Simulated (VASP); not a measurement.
Input of a VASP 6.6.1 run:

File INCAR:

```
SYSTEM = Ti
PREC     = Accurate       ! precision mode
ENCUT    = 600            ! plane-wave cutoff, eV
EDIFF    = 1E-7           ! SCF threshold, eV
ISMEAR   = 0              ! smearing method
SIGMA    = 0.1            ! smearing width, eV
LREAL    = .FALSE.        ! projectors in reciprocal space
LASPH    = .TRUE.         ! aspherical terms in the spheres
NELM     = 80             ! most SCF steps
ALGO     = Normal         ! electronic algorithm
ISIF     = 3              ! what is computed and relaxed
LWAVE    = .FALSE.        ! write WAVECAR
LCHARG   = .FALSE.        ! write CHGCAR
GGA      = PS             ! functional
IBRION   = 2              ! ionic algorithm
NSW      = 70             ! ionic steps
EDIFFG   = -0.008         ! ionic threshold
PSTRESS  = 250.0
```

Contents of KPOINTS:

```
Automatic mesh
0
G
  20 20 20
  0 0 0
```

POSCAR

```
Ti
1.0
   -1.5158461072      1.5158461072      1.5158461072
    1.5158461072     -1.5158461072      1.5158461072
    1.5158461072      1.5158461072     -1.5158461072
Ti
1
Direct
    0.0000000000      0.0000000000      0.0000000000
```

Potentials or basis: VASP PAW PBE potentials, release 64 (Ti_sv).

Launch:

```console
$ cat potpaw_PBE.64/Ti_sv/POTCAR > POTCAR
$ mpirun -np 1 vasp_std > vasp.out
```

**Question.** What does it give for the relaxed volume?

**Answer.** 13.91 Å³/atom.

**Question.** What does it give for the band gap on the k mesh?

**Answer.** Zero (band 6 reaches 11.62 eV, above the bottom of band 7 at 9.76 eV).

Final structure:
```
CELL_PARAMETERS angstrom
-1.51509 1.51509 1.51509
1.51509 -1.51509 1.51509
1.51509 1.51509 -1.51509
ATOMIC_POSITIONS crystal
Ti 0.00000 0.00000 0.00000
```

Caveat: the cell is relaxed towards a set pressure, so the enthalpy falls and the energy may rise; the PAW data sets were made with another functional, which shifts forces and pressure a little.
